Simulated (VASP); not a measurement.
# Y2TaN3 (P6/mmm) in VASP: notebook

Y2TaN3 is run at these levels: PBE; tasks: single point.

Program: VASP 6.6.1. These are calculated values, not measurements. Logs are shortened: lines on timing, memory, paths and dates and some standing lists are left out, and cuts for length are marked.

## 1. The cell of the first run

The structure is hexagonal, space group P6/mmm (No. 191). Conventional cell: a = 6.013 Å, b = 6.013 Å, c = 3.098 Å, α = 90.00°, β = 90.00°, γ = 120.00°. Y (site symmetry -6m2) has 6 N at 2.33 Å and 2 Y at 3.10 Å within 3.1 Å. Ta (site symmetry 6/mmm) has 2 Ta at 3.10 Å and 12 N at 3.38 Å and 6 Y at 3.47 Å within 4.1 Å. N (site symmetry mmm) has 4 Y at 2.33 Å and 6 N at 3.01 to 3.10 Å within 3.1 Å.

The cell was generated, and may not be a known phase.

## 2. Single point, PBE

INCAR reads:

```
SYSTEM = Y2TaN3
PREC = Accurate
ENCUT = 520
EDIFF = 1E-6
ISMEAR = 0
SIGMA = 0.1
LREAL = .False.
LASPH = .True.
NELM = 80
ALGO = Normal
ISIF = 2
LWAVE = .False.
LCHARG = .True.
GGA = PE
LELF = .True.
LVHAR = .True.
NBANDS = 33
```

KPOINTS reads:

```
regular mesh
0
Gamma
  3 3 6
  0 0 0
```

POSCAR reads:

```
Y2TaN3
1.0
    6.0129293200      0.0000000000      0.0000000000
   -3.0064646600      5.2073495423      0.0000000000
    0.0000000000      0.0000000000      3.0977806502
Y Ta N
2 1 3
Direct
    0.3333333333      0.6666666667      0.0000000000
    0.6666666667      0.3333333333      0.0000000000
    0.0000000000      0.0000000000      0.0000000000
    0.5000000000      0.0000000000      0.5000000000
    0.5000000000      0.5000000000      0.5000000000
    0.0000000000      0.5000000000      0.5000000000
```

Potentials or basis: VASP PAW PBE potentials, release 64 (Y_sv, Ta_pv, N).

Run with:

```bash
cat potpaw_PBE.64/Y_sv/POTCAR potpaw_PBE.64/Ta_pv/POTCAR potpaw_PBE.64/N/POTCAR > POTCAR
mpirun -np 1 vasp_std > vasp.out
```

OUTCAR:

```text
SYSTEM = Y2TaN3
   PREC = Accurate
   ENCUT = 520
   EDIFF = 1E-6
   ISMEAR = 0
   LREAL = .False.
   LASPH = .True.
   NELM = 80
   ISIF = 2
   GGA = PE

 ion  position               nearest neighbor table
   1  0.333  0.667  0.000-   6 2.33   6 2.33   4 2.33   4 2.33   5 2.33   5 2.33   3 3.47   2 3.47
                             2 3.47   3 3.47   3 3.47   2 3.47
   2  0.667  0.333  0.000-   6 2.33   6 2.33   4 2.33   4 2.33   5 2.33   5 2.33   1 3.47   3 3.47
                             1 3.47   3 3.47   3 3.47   1 3.47
   3  0.000  0.000  0.000-   1 3.47   2 3.47   2 3.47   1 3.47   2 3.47   1 3.47
   4  0.500  0.000  0.500-   1 2.33   2 2.33   1 2.33   2 2.33
   5  0.500  0.500  0.500-   1 2.33   2 2.33   1 2.33   2 2.33
   6  0.000  0.500  0.500-   1 2.33   2 2.33   1 2.33   2 2.33

  LATTYP: Found a hexagonal cell.
 ALAT       =     6.0129293200
 C/A-ratio  =     0.5151866063

  Lattice vectors:

 A1 = (   6.0129293200,   0.0000000000,   0.0000000000)
 A2 = (  -3.0064646600,   5.2073495423,   0.0000000000)
 A3 = (   0.0000000000,   0.0000000000,   3.0977806502)

Analysis of symmetry for initial positions (statically):
=====================================================================
 Subroutine PRICEL returns:
 Original cell was already a primitive cell.

 Routine SETGRP: Setting up the symmetry group for a
 hexagonal supercell.

 Subroutine GETGRP returns: Found 24 space group operations
 (whereof 24 operations were pure point group operations)
 out of a pool of 24 trial point group operations.

The static configuration has the point symmetry D_6h.

Analysis of symmetry for dynamics (positions and initial velocities):
=====================================================================
 Subroutine PRICEL returns:
 Original cell was already a primitive cell.

 Routine SETGRP: Setting up the symmetry group for a
 hexagonal supercell.

 Subroutine GETGRP returns: Found 24 space group operations
 (whereof 24 operations were pure point group operations)
 out of a pool of 24 trial point group operations.

The dynamic configuration has the point symmetry D_6h.

 Subroutine INISYM returns: Found 24 space group operations
 (whereof 24 operations are pure point group operations),
 and found     1 'primitive' translations

----------------------------------------------------------------------------------------

                                     Primitive cell

  volume of cell :      96.9959

  direct lattice vectors                    reciprocal lattice vectors
     6.012929320  0.000000000  0.000000000     0.166308291  0.096018137  0.000000000
    -3.006464660  5.207349542  0.000000000     0.000000000  0.192036273  0.000000000
     0.000000000  0.000000000  3.097780650     0.000000000  0.000000000  0.322811752

  length of vectors
     6.012929320  6.012929320  3.097780650     0.192036273  0.192036273  0.322811752

  position of ions in fractional coordinates (direct lattice)
     0.333333333  0.666666667  0.000000000
     0.666666667  0.333333333  0.000000000
     0.000000000  0.000000000  0.000000000
     0.500000000  0.000000000  0.500000000
     0.500000000  0.500000000  0.500000000
     0.000000000  0.500000000  0.500000000

  ion indices of the primitive-cell ions
   primitive index   ion index
                 1           1
                 2           2
                 3           3
                 4           4
                 5           5
                 6           6

----------------------------------------------------------------------------------------

 KPOINTS: regular mesh

Automatic generation of k-mesh.
 Grid dimensions read from file:
 generate k-points for:    3    3    6

 Generating k-lattice:

  Cartesian coordinates                     Fractional coordinates (reciprocal lattice)
     0.055436097  0.032006046  0.000000000     0.333333333 -0.000000000  0.000000000
     0.000000000  0.064012091  0.000000000     0.000000000  0.333333333  0.000000000
     0.000000000  0.000000000  0.053801959     0.000000000  0.000000000  0.166666667

  Length of vectors
     0.064012091  0.064012091  0.053801959

  Shift w.r.t. Gamma in fractional coordinates (k-lattice)
     0.000000000  0.000000000  0.000000000

 Subroutine IBZKPT returns following result:
 ===========================================

 Found     12 irreducible k-points:

 Following reciprocal coordinates:
            Coordinates               Weight
  0.000000  0.000000  0.000000      1.000000
  0.333333 -0.000000  0.000000      6.000000
  0.333333  0.333333  0.000000      2.000000
  0.000000  0.000000  0.166667      2.000000
  0.333333 -0.000000  0.166667     12.000000
  0.333333  0.333333  0.166667      4.000000
  0.000000  0.000000  0.333333      2.000000
  0.333333 -0.000000  0.333333     12.000000
  0.333333  0.333333  0.333333      4.000000
  0.000000  0.000000  0.500000      1.000000
  0.333333 -0.000000  0.500000      6.000000
  0.333333  0.333333  0.500000      2.000000
   k-points           NKPTS =     12   k-points in BZ     NKDIM =     12   number of bands    NBANDS=     33
   number of dos      NEDOS =    301   number of ions     NIONS =      6
   total plane-waves  NPLWV =  55296
   dimension x,y,z NGX =    48 NGY =   48 NGZ =   24
   dimension x,y,z NGXF=    96 NGYF=   96 NGZF=   48
   ions per type =               2   1   3
   NGX,Y,Z   is equivalent  to a cutoff of  13.27, 13.27, 12.88 a.u.
   NGXF,Y,Z  is equivalent  to a cutoff of  26.54, 26.54, 25.76 a.u.
 SYSTEM =  Y2TaN3
   PREC   = accura    normal or accurate (medium, high low for compatibility)
   ISTART =      0    job   : 0-new  1-cont  2-samecut
   ICHARG =      2    charge: 1-file 2-atom 10-const
   ISPIN  =      1    spin polarized calculation?
   LNONCOLLINEAR =      F non collinear calculations
   LSORBIT =      F    spin-orbit coupling
   LASPH  =      T    aspherical Exc in radial PAW
   ENCUT  =  520.0 eV  38.22 Ry    6.18 a.u.  11.18 11.18  5.76*2*pi/ulx,y,z
   NELM   =     80;   NELMIN=  2; NELMDL= -5     # of ELM steps
   EDIFF  = 0.1E-05   stopping-criterion for ELM
   LREAL  =      F    real-space projection
   EDIFFG = 0.1E-04   stopping-criterion for IOM
   NSW    =      0    number of steps for IOM
   IBRION =     -1    ionic relax: 0-MD 1-quasi-New 2-CG
   NFREE  =      0    steps in history (QN), initial steepest desc. (CG)
   ISIF   =      2    stress and relaxation
   ISYM   =      2    0-nonsym 1-usesym 2-fastsym
   POTIM  = 0.5000    time-step for ionic-motion
   TEBEG  =    0.0;   TEEND  =   0.0 temperature during run
   PSTRESS=    0.0 pullay stress
   NELECT =      48.0000    total number of electrons
   NUPDOWN=      -1.0000    fix difference up-down
   EMIN   =  10.00;   EMAX   =-10.00  energy-range for DOS
   EFERMI =   0.00;   METHOD = LEGACY
   ISMEAR =     0;   SIGMA  =   0.10  broadening in eV -4-tet -1-fermi 0-gaus
   EFERMI_NEDOS =   21; number of points for ismear=-14 and -15
   IALGO  =     38    algorithm
   IMIX   =      4    mixing-type and parameters
     AMIX     =   0.40;   BMIX     =  1.00
     AMIX_MAG =   1.60;   BMIX_MAG =  1.00
  volume/ion in A,a.u.               =      16.17       109.09
  Fermi-wavevector in a.u.,A,eV,Ry     =   1.294904  2.447013 22.813911  1.676775
  Thomas-Fermi vector in A             =   2.426457
   LORBIT       =      0    0 simple, 1 ext, 2 COOP (PROOUT), +10 PAW based schemes
   GGA     = PE    functional components
   LHFCALC =     F    Hartree Fock is set to
   AEXX    =    0.0000 exact exchange contribution
   IVDW    =     0    specifies the selected vdW correction
   LEPSILON=     F    determine dielectric tensor
   LRPA    =     F    only Hartree local field effects (RPA)
 non-spin polarized calculation
 Gauss-broadening in eV      SIGMA  =   0.10
  energy-cutoff  :      520.00
  volume of cell :       97.00
 maximum number of plane-waves:      2634
 NGX is ok and might be reduce to    48
   NGX = 23   NGY = 23   NGZ = 11

 number of electron      48.0000001 magnetization

 Free energy of the ion-electron system (eV)
  ---------------------------------------------------
  ext. energy  EPLUGINS =         0.00000000
  ---------------------------------------------------
  free energy    TOTEN  =       -48.53481742 eV

  energy without entropy =      -48.50015969  energy(sigma->0) =      -48.51748855

 E-fermi :   3.3696     XC(G=0): -10.8962

 val. band max:        3.3654450097   @ k =   0.3333  -0.0000   0.0000
 cond. band min:       3.3745366301   @ k =   0.0000   0.0000   0.1667
 fundamental gap:      0.0090916204
 Fermi energy:         3.3695832964

 k-point     1 :       0.0000    0.0000    0.0000
  band No.  band energies     occupation
      1     -36.5641      2.00000
      2     -36.4943      2.00000
      3     -32.5232      2.00000
      4     -32.5232      2.00000
      5     -31.9696      2.00000
      6     -17.2638      2.00000
[... 25 lines left out ...]
     32       8.7630      0.00000
     33       9.0304      0.00000

 k-point     2 :       0.3333   -0.0000    0.0000
  band No.  band energies     occupation
      1     -36.5497      2.00000
      2     -36.5092      2.00000
      3     -32.5233      2.00000
      4     -32.5227      2.00000
      5     -31.9696      2.00000
      6     -17.2843      2.00000
[... 25 lines left out ...]
     32       8.4879      0.00000
     33       8.5025      0.00000
[... 322 lines left out ...]
     32       9.0533      0.00000
     33      10.4803      0.00000

 k-point    12 :       0.3333    0.3333    0.5000
  band No.  band energies     occupation
      1     -36.3912      2.00000
      2     -36.3912      2.00000
      3     -32.4906      2.00000
      4     -32.4906      2.00000
      5     -32.3057      2.00000
      6     -17.5105      2.00000
[... 25 lines left out ...]
     32       8.5425      0.00000
     33      10.2804      0.00000

------------------------ aborting loop because EDIFF is reached ----------------------------------------

  FORCE on cell =-STRESS in cart. coord.  units (eV):
  Direction    XX          YY          ZZ          XY          YZ          ZX
  --------------------------------------------------------------------------------------
  -------------------------------------------------------------------------------------
  Total       -0.1766016     -0.1766016     -0.1177187      0.0000000     -0.0000000      0.0000000
  in kB       -2.9171024     -2.9171024     -1.9444763      0.0000000     -0.0000000      0.0000000
  external PRESSURE =      -2.5928937 kB  Pullay stress =       0.0000000 kB

 VOLUME and BASIS-vectors are now :
 -----------------------------------------------------------------------------
  energy-cutoff  :      520.00
  volume of cell :       97.00
      direct lattice vectors                 reciprocal lattice vectors
     6.012929320  0.000000000  0.000000000     0.166308291  0.096018137  0.000000000
    -3.006464660  5.207349542  0.000000000     0.000000000  0.192036273  0.000000000
     0.000000000  0.000000000  3.097780650     0.000000000  0.000000000  0.322811752

 POSITION                                       TOTAL-FORCE (eV/Angst)
 -----------------------------------------------------------------------------------
     -0.00000      3.47157      0.00000         0.000000      0.000000      0.000000
      3.00646      1.73578      0.00000        -0.000000      0.000000     -0.000000
      0.00000      0.00000      0.00000        -0.000000      0.000000      0.000000
      3.00646      0.00000      1.54889        -0.000000      0.000000      0.000000
      1.50323      2.60367      1.54889        -0.000000      0.000000      0.000000
     -1.50323      2.60367      1.54889        -0.000000      0.000000      0.000000
 -----------------------------------------------------------------------------------
    total drift:                               -0.000000      0.000000     -0.000000

  FREE ENERGIE OF THE ION-ELECTRON SYSTEM (eV)
  ---------------------------------------------------
  free  energy   TOTEN  =       -48.5348174230 eV

  energy  without entropy=      -48.5001596866  energy(sigma->0) =      -48.51748855
```

Wall time 59 s (1 thread of Intel Xeon 6975P-C (Granite Rapids), shared host); peak memory 0.24 GiB.

Results:

```
Free energy            : -48.5348 eV
Pressure               : -0.3 GPa
Band gap on the k mesh : zero (bands 24 and 25 overlap by 0.56 eV)
```

Levels at points of the mesh, in eV from the Fermi level:
| k point | band 22 | band 23 | band 24 | band 25 | band 26 | band 27 |
| --- | --- | --- | --- | --- | --- | --- |
| (0.00, 0.00, 0.00) | -0.17 | -0.17 | -0.15 | -0.02 | -0.02 | 0.26 |
| (0.00, 0.00, 0.50) | -0.70 | 0.40 | 0.55 | 0.55 | 1.09 | 1.09 |

Caveat: the k points lie up to 0.40 Å⁻¹ apart, too coarse for converged energies and pressures of a metal; spin-orbit coupling is left out, which moves the levels of the heavy elements.

## 3. Single point, PBE

This run uses another cell than the first one, of 16.04 Å³/atom.

INCAR reads:

```
SYSTEM = Y2TaN3
PREC     = Accurate       ! precision mode
ENCUT    = 520            ! plane-wave cutoff, eV
EDIFF    = 1E-6           ! SCF threshold, eV
ISMEAR   = 0              ! smearing method
SIGMA    = 0.1            ! smearing width, eV
LREAL    = .FALSE.        ! projectors in reciprocal space
LASPH    = .TRUE.         ! aspherical terms in the spheres
NELM     = 60             ! most SCF steps
ALGO     = Normal         ! electronic algorithm
ISIF     = 2              ! what is computed and relaxed
LWAVE    = .FALSE.        ! write WAVECAR
LCHARG   = .TRUE.         ! write CHGCAR
GGA      = PE             ! functional
LELF     = .TRUE.         ! ELF
LVHAR    = .TRUE.       
NBANDS   = 33             ! bands
```

KPOINTS reads:

```
regular mesh
0
G
  6 6 4
  0 0 0
```

POSCAR reads:

```
Y2TaN3
1.0
    5.3975445600      0.0000000000      0.0000000000
   -2.6987722800      4.6744107000      0.0000000000
    0.0000000000      0.0000000000      3.8152567800
Y Ta N
2 1 3
Direct
    0.3333333300      0.6666666700      0.0000000000
    0.6666666700      0.3333333300      0.0000000000
    0.0000000000      0.0000000000      0.0000000000
    0.5000000000      0.0000000000      0.5000000000
    0.5000000000      0.5000000000      0.5000000000
    0.0000000000      0.5000000000      0.5000000000
```

Potentials or basis: VASP PAW PBE potentials, release 64 (Y_sv, Ta_pv, N).

Run with:

```bash
cat potpaw_PBE.64/Y_sv/POTCAR potpaw_PBE.64/Ta_pv/POTCAR potpaw_PBE.64/N/POTCAR > POTCAR
mpirun -np 1 vasp_std > vasp.out
```

Wall time 51 s (1 thread of Intel Xeon 6975P-C (Granite Rapids), shared host); peak memory 0.24 GiB.

Results (log left out):

| Property | Result |
| --- | --- |
| Free energy | -44.9708 eV |
| Pressure | -5.9 GPa |
| Band gap on the k mesh | zero (bands 24 and 25 overlap by 0.81 eV) |

Stress tensor (GPa, compression positive):
```
  8.36   0.00   0.00
  0.00   8.36   0.00
  0.00   0.00 -34.51
```

Levels at points of the mesh, in eV from the Fermi level:
```
           k point  band 21  band 22  band 23  band 24  band 25  band 26  band 27  band 28
(0.00, 0.00, 0.00)    -1.44    -1.04     0.36     0.36     0.54     0.61     0.61     0.67
(0.50, 0.00, 0.00)    -1.81    -1.62    -0.95    -0.58     0.33     1.00     1.21     1.39
(0.00, 0.00, 0.50)     0.01     0.30     0.30     0.69     0.72     0.72     1.44     1.44
(0.50, 0.00, 0.50)    -1.60    -1.53    -1.50    -0.31     0.33     0.64     0.68     1.72
```

Caveat: the k points lie up to 0.41 Å⁻¹ apart, too coarse for converged energies and pressures of a metal; spin-orbit coupling is left out, which moves the levels of the heavy elements.

## 4. Single point, PBE

INCAR reads:

```
ALGO = Normal
EDIFF = 1E-6
ENCUT = 520
GGA = PE
ISIF = 2
ISMEAR = 0
LASPH = T
LCHARG = F
LREAL = F
LWAVE = F
NBANDS = 33
NELM = 60
PREC = Accurate
SIGMA = 0.1
```

KPOINTS reads:

```
k-points
0
Gamma
  6 6 4
```

POSCAR reads:

```
Y2TaN3
1.0
    5.9869656487      0.0000000000      0.0000000000
   -2.9934828243      5.1848643434      0.0000000000
    0.0000000000      0.0000000000      3.1297825361
Y Ta N
2 1 3
Direct
    0.3333333333      0.6666666667      0.0000000000
    0.6666666667      0.3333333333      0.0000000000
    0.0000000000      0.0000000000      0.0000000000
    0.5000000000      0.0000000000      0.5000000000
    0.5000000000      0.5000000000      0.5000000000
    0.0000000000      0.5000000000      0.5000000000
```

Run with:

```bash
cat potpaw_PBE.64/Y_sv/POTCAR potpaw_PBE.64/Ta_pv/POTCAR potpaw_PBE.64/N/POTCAR > POTCAR
mpirun -np 1 vasp_std > vasp.out
```

Run time: 77 s. Hardware: 1 thread of Intel Xeon 6975P-C (Granite Rapids), shared host; peak memory 0.27 GiB.

It converged, with:

```yaml
Free_energy: -48.3432 eV
Pressure: -0.2 GPa
Band_gap_on_the_k_mesh: zero (bands 24 and 25 overlap by 0.58 eV)
```

Levels at points of the mesh, in eV from the Fermi level:
```
           k point  band 22  band 23  band 24  band 25  band 26  band 27
(0.00, 0.00, 0.00)    -0.13    -0.13    -0.10    -0.01    -0.01     0.18
(0.50, 0.00, 0.00)    -0.93    -0.50    -0.40     0.00     1.47     1.76
(0.00, 0.00, 0.50)    -0.80     0.42     0.55     0.55     1.19     1.22
(0.50, 0.00, 0.50)    -0.86    -0.78    -0.50     0.04     0.06     0.85
```

Caveat: the k points lie up to 0.50 Å⁻¹ apart, too coarse for converged energies and pressures of a metal; spin-orbit coupling is left out, which moves the levels of the heavy elements.

## 5. Overview

```csv
cell,k mesh,gap on the mesh (eV),pressure (GPa)
"a = 6.013, b = 6.013, c = 3.098 Å, angles 90.0, 90.0, 120.0°, 6 atoms",3 × 3 × 6,none,-0.3
"a = 5.398, b = 5.398, c = 3.815 Å, angles 90.0, 90.0, 120.0°, 6 atoms",6 × 6 × 4,none,-5.9
"a = 5.987, b = 5.987, c = 3.130 Å, angles 90.0, 90.0, 120.0°, 6 atoms",6 × 6 × 4,none,-0.2
```

Alike in all rows: task single point; level PBE; potentials or basis VASP PAW PBE potentials, release 64 (Y_sv, Ta_pv, N); no spin polarisation; cutoff (eV) 520; smearing gaussian 0.1 eV.

Caveats: all runs use coarse meshes; spin-orbit coupling is left out, which moves the levels of the heavy elements.

Absolute energies hang on the potentials; compare differences alone.

The gap in the log of VASP goes by the Fermi energy; the results here count the filled bands.